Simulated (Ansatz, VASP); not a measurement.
## SrGa3 in VASP and in Ansatz

```xyz
4
Lattice="4.5585 0.0000 0.0000 0.0000 4.5585 0.0000 0.0000 0.0000 4.5585" Properties=species:S:1:pos:R:3 pbc="T T T"
Sr    0.0000    0.0000    0.0000
Ga    0.0000    2.2792    2.2792
Ga    2.2792    2.2792    0.0000
Ga    2.2792    0.0000    2.2792
```

Alike in both runs: task single point; functional PBE; k mesh 8 × 8 × 8; occupations gaussian, width 0.05 eV; no spin polarisation.

|  | VASP | Ansatz |
| --- | --- | --- |
| version | VASP 6.6.1 | Ansatz 0.2.0 |
| potentials or method | VASP PAW PBE potentials, release 64 (Sr_sv, Ga_d), cutoff 520 eV | scalar-relativistic, plane waves, PAW |
| valence electrons in the cell | 49 | 49 |

|  | VASP | Ansatz | Ansatz less VASP |
| --- | --- | --- | --- |
| gap on the k mesh at the Fermi level (eV) | none | none | - |
| pressure (GPa) | -0.6 | -0.7 | -0.09 |

A gap of «none» marks a metal or a gap that the smearing closes. The functional is the same, so the differences come from potentials, cutoffs and numerics.
